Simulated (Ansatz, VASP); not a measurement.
**Two plane-wave programs on Lu**

```
CELL_PARAMETERS angstrom
-1.91956 1.91956 1.91956
1.91956 -1.91956 1.91956
1.91956 1.91956 -1.91956
ATOMIC_POSITIONS crystal
Lu 0.00000 0.00000 0.00000
```

Alike in both runs: task single point; functional revPBE; k mesh 13 × 13 × 13; occupations fermi-dirac, width 0.1 eV; no spin polarisation.

|  | VASP | Ansatz |
| --- | --- | --- |
| version | VASP 6.6.1 | Ansatz 0.2.0 |
| potentials or method | VASP PAW PBE potentials, release 64 (Lu), cutoff 520 eV | plane waves (420 eV) with PAW, scalar-relativistic |
| valence electrons in the cell | 25 | 25 |

Ansatz gave:

* pressure (GPa): 3.9

Problem. Estimate VASP's values.

Solution. Pressure (GPa): 4.0.

VASP's potentials were made for PBE, not for revPBE. The functional is the same, so the differences come from potentials, cutoffs and numerics.

Neither program's run includes spin-orbit coupling.
